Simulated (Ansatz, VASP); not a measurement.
C: VASP beside Ansatz

```
C
1.0
    -0.00593    1.77419    1.77419
     1.77419   -0.00593    1.77419
     1.77419    1.77419   -0.00593
C
2
Cartesian
  -0.0001 -0.0001 -0.0001
  0.8857 0.8857 0.8857
```

Change from the starting cell: shear_111 strain -0.5%.

Alike in both runs: task single point; functional PBE; k mesh 12 × 12 × 12; occupations fermi-dirac, width 0.02 eV; no spin polarisation.

|  | VASP | Ansatz |
| --- | --- | --- |
| version | VASP 6.6.1 | Ansatz 0.2.0 |
| potentials or method | VASP PAW PBE potentials, release 64 (C) | plane waves, PAW |
| plane-wave cutoff (eV) | 520 | 420 |
| valence electrons in the cell | 8 | 8 |

VASP gave:

| Property | Result |
| --- | --- |
| gap on the k mesh at the Fermi level (eV) | 4.17 |
| pressure (GPa) | 7.2 |
| traceless stress, the component that is largest in VASP (GPa) | 1.95 |
| rms of the force components (eV/Å) | 0.009 |

Question: What did Ansatz give for the same quantities?

Answer: gap on the k mesh at the Fermi level (eV): 4.18; pressure (GPa): 6.5; traceless stress, the component that is largest in VASP (GPa): 1.94; rms of the force components (eV/Å): 0.008.

Atom by atom the forces differ by 0.001 eV/Å (rms over components).
